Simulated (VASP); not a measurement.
Write the native input for VASP 6.6.1 that does the following.

* Task: single point
* Functional: PBE
* Potentials or basis: VASP PAW PBE potentials, release 64 (In_d, P)
* Cutoff: 500 eV
* k mesh: 7 × 7 × 7
* Occupations: gaussian, width 0.01 eV
* Spin: no spin polarisation
* Dipole correction: no
* Further INCAR settings: ALGO = Normal; EDIFF = 1e-06; NBANDS = 16

The structure of InP lies in POSCAR:

```
InP
1.0
    0.0000000000      2.9305000000      2.9305000000
    2.9305000000      0.0000000000      2.9305000000
    2.9305000000      2.9305000000      0.0000000000
In P
1 1
Direct
    0.0000000000      0.0000000000      0.0000000000
    0.2500000000      0.2500000000      0.2500000000
```

The input as run:

INCAR

```
SYSTEM = InP
PREC = Accurate
ENCUT = 500
EDIFF = 1E-6
ISMEAR = 0
SIGMA = 0.01
LREAL = .FALSE.
LASPH = .TRUE.
NELM = 120
ALGO = Normal
ISIF = 2
LWAVE = .FALSE.
LCHARG = .TRUE.
GGA = PE
LELF = .TRUE.
LVHAR = .TRUE.
NBANDS = 16
GGA_COMPAT = .FALSE.
```

KPOINTS

```
regular mesh
0
G
  7 7 7
  0 0 0
```

Potentials or basis: VASP PAW PBE potentials, release 64 (In_d, P).

Command:

```console
$ cat potpaw_PBE.64/In_d/POTCAR potpaw_PBE.64/P/POTCAR > POTCAR
$ mpirun -np 1 vasp_std > vasp.out
```

Results of the run:

| Quantity | Value |
| --- | --- |
| Pressure | 3.3 GPa |
| Band gap on the k mesh | 0.71 eV, direct |

Caveat: spin-orbit coupling is left out, which moves the levels of the heavy elements.

It took 11 s on 1 thread of Intel(R) Xeon(R) Platinum 8488C (Sapphire Rapids), on a shared host, peak memory 0.16 GiB.
